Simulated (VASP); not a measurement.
# W (P6_3/mmc) in VASP: notebook, part 3 of 3

VASP 6.6.1. Earlier steps stand in the parts before.

## Step 4: Single point, r2SCAN

This run uses another cell than the first one, of 16.32 Å³/atom.

POSCAR reads:

```
W
1.0
    2.7561078622      0.0000000000      0.0000000000
   -1.3780539311      2.3868594243      0.0000000000
    0.0000000000      0.0000000000      4.9603289196
W
2
Direct
    0.3333333333      0.6666666667      0.7500000000
    0.6666666667      0.3333333333      0.2500000000
```

INCAR.step1 reads:

```
SYSTEM = W
  PREC = Accurate
  ENCUT = 520
  ISMEAR = 0
  SIGMA = 0.05
  LREAL = .FALSE.
  LASPH = .TRUE.
  NELM = 100
  NBANDS = 21
  GGA = PE
  ALGO = Normal
  EDIFF = 1E-4
  LWAVE = .TRUE.
  LCHARG = .FALSE.
```

INCAR.step2 reads:

```
SYSTEM = W
  PREC = Accurate
  ENCUT = 520
  EDIFF = 1E-6
  ISMEAR = 0
  SIGMA = 0.05
  LREAL = .FALSE.
  LASPH = .TRUE.
  NELM = 100
  ALGO = Normal
  ISIF = 2
  LWAVE = .FALSE.
  LCHARG = .FALSE.
  METAGGA = R2SCAN
  LMIXTAU = .TRUE.
  NBANDS = 21
  ISTART = 1
```

KPOINTS reads:

```
Automatic mesh
0
G
  18 18 8
  0 0 0
```

Potentials or basis: VASP PAW PBE potentials, release 64 (W_sv).

The run is started by

```
cat potpaw_PBE.64/W_sv/POTCAR > POTCAR
cp INCAR.step1 INCAR
mpirun -np 1 vasp_std > vasp.out
cp INCAR.step2 INCAR
mpirun -np 1 vasp_std > vasp.out
```

OUTCAR:

```text
SYSTEM = W
   PREC = Accurate
   ENCUT = 520
   EDIFF = 1E-6
   ISMEAR = 0
   LREAL = .FALSE.
   LASPH = .TRUE.
   NELM = 100
   ISIF = 2
   METAGGA = R2SCAN
   ISTART = 1

 ion  position               nearest neighbor table
   1  0.333  0.667  0.750-   2 2.95   2 2.95   2 2.95   2 2.95   2 2.95   2 2.95
   2  0.667  0.333  0.250-   1 2.95   1 2.95   1 2.95   1 2.95   1 2.95   1 2.95

  LATTYP: Found a hexagonal cell.
 ALAT       =     2.7561078622
 C/A-ratio  =     1.7997586334

  Lattice vectors:

 A1 = (   2.7561078622,   0.0000000000,   0.0000000000)
 A2 = (  -1.3780539311,   2.3868594243,   0.0000000000)
 A3 = (   0.0000000000,   0.0000000000,   4.9603289196)

Analysis of symmetry for initial positions (statically):
=====================================================================
 Subroutine PRICEL returns:
 Original cell was already a primitive cell.

 Routine SETGRP: Setting up the symmetry group for a
 hexagonal supercell.

 Subroutine GETGRP returns: Found 24 space group operations
 (whereof 12 operations were pure point group operations)
 out of a pool of 24 trial point group operations.

The static configuration has the point symmetry D_3d.
 The point group associated with its full space group is D_6h.

Analysis of symmetry for dynamics (positions and initial velocities):
=====================================================================
 Subroutine PRICEL returns:
 Original cell was already a primitive cell.

 Routine SETGRP: Setting up the symmetry group for a
 hexagonal supercell.

 Subroutine GETGRP returns: Found 24 space group operations
 (whereof 12 operations were pure point group operations)
 out of a pool of 24 trial point group operations.

The dynamic configuration has the point symmetry D_3d.
[... 112 lines left out ...]
   NUPDOWN=      -1.0000    fix difference up-down
   EMIN   =  10.00;   EMAX   =-10.00  energy-range for DOS
   EFERMI =   0.00;   METHOD = LEGACY
   ISMEAR =     0;   SIGMA  =   0.05  broadening in eV -4-tet -1-fermi 0-gaus
   EFERMI_NEDOS =   21; number of points for ismear=-14 and -15
   IALGO  =     38    algorithm
   IMIX   =      4    mixing-type and parameters
     AMIX     =   0.40;   BMIX     =  1.00
     AMIX_MAG =   1.60;   BMIX_MAG =  1.00
  volume/ion in A,a.u.               =      16.32       110.10
  Fermi-wavevector in a.u.,A,eV,Ry     =   1.555666  2.939782 32.927410  2.420096
  Thomas-Fermi vector in A             =   2.659574
   LORBIT       =      0    0 simple, 1 ext, 2 COOP (PROOUT), +10 PAW based schemes
   METAGGA = R2SCAN    functional components
   LHFCALC =     F    Hartree Fock is set to
   AEXX    =    0.0000 exact exchange contribution
   IVDW    =     0    specifies the selected vdW correction
   LEPSILON=     F    determine dielectric tensor
   LRPA    =     F    only Hartree local field effects (RPA)
 non-spin polarized calculation
 Gauss-broadening in eV      SIGMA  =   0.05
  energy-cutoff  :      520.00
  volume of cell :       32.63
 maximum number of plane-waves:       894
   NGX = 11   NGY = 11   NGZ = 19

 number of electron      28.0000006 magnetization

 Free energy of the ion-electron system (eV)
  ---------------------------------------------------
  ext. energy  EPLUGINS =         0.00000000
  ---------------------------------------------------
  free energy    TOTEN  =      -101.56585346 eV

  energy without entropy =     -101.56411988  energy(sigma->0) =     -101.56498667

 E-fermi :  10.5164     XC(G=0): -14.7518

 val. band max:       10.5112655161   @ k =   0.3889   0.2222   0.0000
 cond. band min:      10.5164302530   @ k =   0.0556   0.0556   0.5000
 fundamental gap:      0.0051647369
 Fermi energy:        10.5164155742

 k-point     1 :       0.0000    0.0000    0.0000
  band No.  band energies     occupation
      1     -65.1901      2.00000
      2     -65.1109      2.00000
      3     -29.2876      2.00000
      4     -28.3194      2.00000
      5     -28.0810      2.00000
      6     -28.0810      2.00000
[... 565 lines left out ...]
     20      19.9865      0.00000
     21      21.1907      0.00000

 [... further k-points ...]

------------------------ aborting loop because EDIFF is reached ----------------------------------------

  FORCE on cell =-STRESS in cart. coord.  units (eV):
  Direction    XX          YY          ZZ          XY          YZ          ZX
  --------------------------------------------------------------------------------------
  -------------------------------------------------------------------------------------
  Total        0.2340461      0.2340461      0.2172684     -0.0000000      0.0000000      0.0000000
  in kB       11.4915469     11.4915469     10.6677675     -0.0000000      0.0000000      0.0000000
  external PRESSURE =      11.2169537 kB  Pullay stress =       0.0000000 kB

 VOLUME and BASIS-vectors are now :
 -----------------------------------------------------------------------------
  energy-cutoff  :      520.00
  volume of cell :       32.63
      direct lattice vectors                 reciprocal lattice vectors
     2.756107862  0.000000000  0.000000000     0.362830502  0.209480288  0.000000000
    -1.378053931  2.386859424  0.000000000     0.000000000  0.418960576  0.000000000
     0.000000000  0.000000000  4.960328920     0.000000000  0.000000000  0.201599534

 POSITION                                       TOTAL-FORCE (eV/Angst)
 -----------------------------------------------------------------------------------
     -0.00000      1.59124      3.72025        -0.000000      0.000000      0.000000
      1.37805      0.79562      1.24008         0.000000      0.000000      0.000000
 -----------------------------------------------------------------------------------
    total drift:                               -0.000000      0.000000     -0.000000

  FREE ENERGIE OF THE ION-ELECTRON SYSTEM (eV)
  ---------------------------------------------------
  free  energy   TOTEN  =      -101.5658534608 eV

  energy  without entropy=     -101.5641198849  energy(sigma->0) =     -101.56498667
```

OUTCAR.step1:

```text
SYSTEM = W
   PREC = Accurate
   ENCUT = 520
   ISMEAR = 0
   LREAL = .FALSE.
[... 801 lines left out ...]
     -0.00000      1.59124      3.72025         0.000000      0.000000      0.000000
      1.37805      0.79562      1.24008        -0.000000      0.000000      0.000000
 -----------------------------------------------------------------------------------
    total drift:                               -0.000000      0.000000     -0.000000

  FREE ENERGIE OF THE ION-ELECTRON SYSTEM (eV)
  ---------------------------------------------------
  free  energy   TOTEN  =       -24.8957656953 eV

  energy  without entropy=      -24.8924523222  energy(sigma->0) =      -24.89410901
```

OSZICAR.step1:

```text
N       E                     dE             d eps       ncg     rms          rms(c)
DAV:   1     0.297926125056E+03    0.29793E+03   -0.17273E+04  7786   0.156E+03
DAV:   2    -0.163512628176E+02   -0.31428E+03   -0.30683E+03  8447   0.468E+02
DAV:   3    -0.260055202806E+02   -0.96543E+01   -0.94360E+01  8873   0.822E+01
DAV:   4    -0.261068533334E+02   -0.10133E+00   -0.10118E+00  8283   0.872E+00
DAV:   5    -0.261078428495E+02   -0.98952E-03   -0.98951E-03  8719   0.906E-01    0.276E+01
DAV:   6    -0.251533961303E+02    0.95445E+00   -0.11674E+00  8358   0.104E+01    0.110E+01
DAV:   7    -0.249044857649E+02    0.24891E+00   -0.63047E-01  8700   0.701E+00    0.728E-01
DAV:   8    -0.248958817834E+02    0.86040E-02   -0.13182E-02  7875   0.112E+00    0.120E-01
DAV:   9    -0.248957630251E+02    0.11876E-03   -0.39963E-04  8815   0.172E-01    0.592E-02
DAV:  10    -0.248957656953E+02   -0.26703E-05   -0.28518E-05  4175   0.499E-02
   1 F= -.24895766E+02 E0= -.24894109E+02  d E =-.331337E-02
```

It took 8.7 min on 1 thread of Intel Xeon 8259CL, shared host; peak memory 0.23 GiB.

What came out:

| Item | Value |
| --- | --- |
| Free energy | -101.5659 eV |
| Pressure | 1.1 GPa |
| Band gap on the k mesh | zero (bands 14 and 15 overlap by 1.81 eV) |

Levels at points of the mesh, in eV from the Fermi level:
| k point | band 11 | band 12 | band 13 | band 14 | band 15 | band 16 | band 17 | band 18 |
| --- | --- | --- | --- | --- | --- | --- | --- | --- |
| (0.00, 0.00, 0.00) | -1.95 | -0.60 | -0.42 | -0.42 | 0.16 | 0.16 | 2.34 | 2.34 |
| (0.50, 0.00, 0.00) | -4.68 | -1.38 | -1.02 | -0.50 | 0.05 | 4.96 | 6.04 | 6.34 |
| (0.00, 0.00, 0.50) | -2.41 | -2.41 | -0.35 | -0.35 | -0.35 | -0.35 | 3.83 | 3.83 |
| (0.50, 0.00, 0.50) | -3.69 | -3.69 | 1.22 | 1.22 | 1.94 | 1.94 | 5.18 | 5.18 |

Caveat: the PAW data sets were made with another functional, which shifts forces and pressure a little; spin-orbit coupling is left out, which moves the levels of the heavy elements.

## Step 5: Single point, r2SCAN

POSCAR reads:

```
W
1.0
    2.7632381543      0.0000000000      0.0000000000
   -1.3816190771      2.3930344383      0.0000000000
    0.0000000000      0.0000000000      4.9787036476
W
2
Direct
    0.3333333333      0.6666666667      0.7500000000
    0.6666666667      0.3333333333      0.2500000000
```

INCAR.step1 reads:

```
  ALGO = Normal
  EDIFF = 1E-4
  ENCUT = 520
  GGA = PE
  ISMEAR = 0
  LASPH = T
  LCHARG = F
  LREAL = F
  LWAVE = T
  NBANDS = 21
  NELM = 100
  PREC = Accurate
  SIGMA = 0.05
```

INCAR.step2 reads:

```
  ALGO = Normal
  EDIFF = 1E-6
  ENCUT = 520
  ISIF = 2
  ISMEAR = 0
  ISTART = 1
  LASPH = T
  LCHARG = F
  LMIXTAU = T
  LREAL = F
  LWAVE = F
  METAGGA = R2SCAN
  NBANDS = 21
  NELM = 100
  PREC = Accurate
  SIGMA = 0.05
```

KPOINTS reads:

```
k-points
0
Gamma
  18 18 8
```

The run is started by

```
cat potpaw_PBE.64/W_sv/POTCAR > POTCAR
cp INCAR.step1 INCAR
mpirun -np 1 vasp_std > vasp.out
cp INCAR.step2 INCAR
mpirun -np 1 vasp_std > vasp.out
```

Wall time 8.3 min (1 thread of Intel Xeon 8259CL, shared host); peak memory 0.24 GiB.

The run converged. Its results:

```
Free energy            : -101.5656 eV
Pressure               : -1.5 GPa
Band gap on the k mesh : zero (bands 14 and 15 overlap by 1.79 eV)
```

Levels at points of the mesh, in eV from the Fermi level:
| k point | band 10 | band 11 | band 12 | band 13 | band 14 | band 15 | band 16 | band 17 | band 18 | band 19 |
| --- | --- | --- | --- | --- | --- | --- | --- | --- | --- | --- |
| (0.00, 0.00, 0.00) | -6.26 | -1.94 | -0.63 | -0.40 | -0.40 | 0.16 | 0.16 | 2.33 | 2.33 | 4.58 |
| (0.50, 0.00, 0.00) | -5.27 | -4.62 | -1.37 | -1.03 | -0.50 | 0.06 | 4.89 | 5.98 | 6.27 | 6.71 |
| (0.00, 0.00, 0.50) | -7.56 | -2.40 | -2.40 | -0.34 | -0.34 | -0.34 | -0.34 | 3.79 | 3.79 | 3.79 |
| (0.50, 0.00, 0.50) | -5.63 | -3.65 | -3.65 | 1.19 | 1.19 | 1.92 | 1.92 | 5.11 | 5.11 | 6.13 |

Caveat: the PAW data sets were made with another functional, which shifts forces and pressure a little; spin-orbit coupling is left out, which moves the levels of the heavy elements.

## Step 6: The runs side by side

```csv
task,level,cell,k mesh,cutoff (eV),gap on the mesh (eV),pressure (GPa)
single point,PBE,"a = 2.770, b = 2.770, c = 4.955 Å, angles 90.0, 90.0, 120.0°, 2 atoms",8 × 8 × 4,520,none,0.5
relaxation of cell and atoms,PBE,"relaxed from a = 2.815, b = 2.815, c = 4.598 Å, angles 90.0, 90.0, 120.0°, 2 atoms",8 × 8 × 4,600,none,-0.1
single point,r2SCAN,"a = 2.756, b = 2.756, c = 4.960 Å, angles 90.0, 90.0, 120.0°, 2 atoms",18 × 18 × 8,520,none,1.1
single point,r2SCAN,"a = 2.763, b = 2.763, c = 4.979 Å, angles 90.0, 90.0, 120.0°, 2 atoms",18 × 18 × 8,520,none,-1.5
```

Alike in all rows: potentials or basis VASP PAW PBE potentials, release 64 (W_sv); no spin polarisation; smearing gaussian 0.05 eV.

Caveats: spin-orbit coupling is left out, which moves the levels of the heavy elements; the PAW data sets were made with another functional, which shifts forces and pressure a little (at least some runs).

Absolute energies hang on the potentials; compare differences alone.
